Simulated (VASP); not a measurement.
A run of VASP 6.6.1 is set up as follows.

File INCAR:

```
SYSTEM = K2H5
PREC     = Accurate       ! precision mode
ENCUT    = 500            ! plane-wave cutoff, eV
EDIFF    = 1E-7           ! SCF threshold, eV
ISMEAR   = 0              ! smearing method
SIGMA    = 0.1            ! smearing width, eV
LREAL    = .False.        ! projectors in reciprocal space
LASPH    = .True.         ! aspherical terms in the spheres
NELM     = 120            ! most SCF steps
ALGO     = Normal         ! electronic algorithm
ISIF     = 3              ! what is computed and relaxed
LWAVE    = .False.        ! write WAVECAR
LCHARG   = .False.        ! write CHGCAR
GGA      = PE             ! functional
IBRION   = 2              ! ionic algorithm
NSW      = 90             ! ionic steps
EDIFFG   = -0.04          ! ionic threshold
GGA_COMPAT= .False.      
NELMIN   = 4
```

File KPOINTS:

```
Automatic mesh
0
Gamma
  3 3 4
  0 0 0
```

Contents of POSCAR:

```
K2H5
1.0
    5.7742352850      0.0000000000      0.0000000000
   -2.8871176425      5.0006344442      0.0000000000
    0.0000000000      0.0000000000      7.0701688028
K H
2 5
Direct
    0.3333333333      0.6666666667      0.0000000000
    0.6666666667      0.3333333333      0.0000000000
    0.3333333333      0.6666666667      0.5583611320
    0.6666666667      0.3333333333      0.5583611320
    0.3333333333      0.6666666667      0.4416388680
    0.6666666667      0.3333333333      0.4416388680
    0.0000000000      0.0000000000      0.0000000000
```

Potentials or basis: VASP PAW PBE potentials, release 64 (K_sv, H).

Launch:

```bash
$ cat potpaw_PBE.64/K_sv/POTCAR potpaw_PBE.64/H/POTCAR > POTCAR
$ mpirun -np 1 vasp_std > vasp.out
```

Problem. Estimate the band gap on the k mesh.

Solution. Zero (an odd number of electrons rules out a gap without spin polarisation).

Problem. Predict the relaxed volume.

Solution. 29.50 Å³/atom.

Problem. Predict the relaxed cell.

Solution. a = 5.765 Å, b = 5.765 Å, c = 7.174 Å, α = 90.00°, β = 90.00°, γ = 120.00°.

Final structure:
```
K H
1.0
     5.76503    0.00000    0.00000
    -2.88252    4.99267    0.00000
     0.00000    0.00000    7.17369
K H
2 5
Direct
  0.33333 0.66667 0.00000
  0.66667 0.33333 0.00000
  0.33333 0.66667 0.55358
  0.66667 0.33333 0.55358
  0.33333 0.66667 0.44642
  0.66667 0.33333 0.44642
  0.00000 0.00000 0.00000
```

Caveat: the k points lie up to 0.42 Å⁻¹ apart in the final cell, too coarse for converged energies and pressures of a metal.
